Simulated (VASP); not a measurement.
Write the native input for VASP 6.6.1 that does the following.

- Task: relaxation of cell and atoms
- Functional: PBE
- Potentials or basis: VASP PAW PBE potentials, release 64 (Si, As)
- Cutoff: 600 eV
- k mesh: 4 × 4 × 4
- Occupations: gaussian, width 0.1 eV
- Spin: no spin polarisation
- Dipole correction: no
- Further INCAR settings: ALGO = Normal; EDIFF = 1e-06; IBRION = 2; EDIFFG = -0.04; NSW = 90; ISIF = 3

The structure of Si3As lies in POSCAR:

```
Si3As
1.0
   -2.7338143800      2.7338143800      2.7338143800
    2.7338143800     -2.7338143800      2.7338143800
    2.7338143800      2.7338143800     -2.7338143800
Si As
3 1
Direct
    0.0000000000      0.5000000000      0.5000000000
    0.5000000000      0.0000000000      0.5000000000
    0.5000000000      0.5000000000      0.0000000000
    0.0000000000      0.0000000000      0.0000000000
```

The input as run:

INCAR

```
SYSTEM = Si3As
PREC = Accurate
ENCUT = 600
EDIFF = 1E-6
ISMEAR = 0
SIGMA = 0.1
LREAL = .False.
LASPH = .True.
NELM = 100
ALGO = Normal
ISIF = 3
LWAVE = .False.
LCHARG = .False.
GGA = PE
IBRION = 2
NSW = 90
EDIFFG = -0.04
```

KPOINTS

```
Automatic mesh
0
Gamma
  4 4 4
  0 0 0
```

Potentials or basis: VASP PAW PBE potentials, release 64 (Si, As).

Launch:

```console
$ cat potpaw_PBE.64/Si/POTCAR potpaw_PBE.64/As/POTCAR > POTCAR
$ mpirun -np 1 vasp_std > vasp.out
```

Results of the run:

| Quantity | Value |
| --- | --- |
| Relaxed volume | 17.08 Å³/atom |
| Relaxed cell | a = 4.460 Å, b = 4.460 Å, c = 4.460 Å, α = 109.47°, β = 109.47°, γ = 109.47° |
| Space group after relaxing (to 0.05 Å) | Im-3m (No. 229) |
| Energy gained by relaxing | 133.5 meV/atom |
| Ionic steps | 3 |
| Pressure after relaxing | 0.2 GPa |

Caveat: the k points lie up to 0.43 Å⁻¹ apart in the final cell; the volume moved by over 15 % at a fixed basis, so the end points are rough.

It took 27 s on 1 thread of Intel(R) Xeon(R) Platinum 8259CL CPU @ 2.50GHz (Skylake/Cascade Lake), with other jobs on the host, peak memory 0.24 GiB.
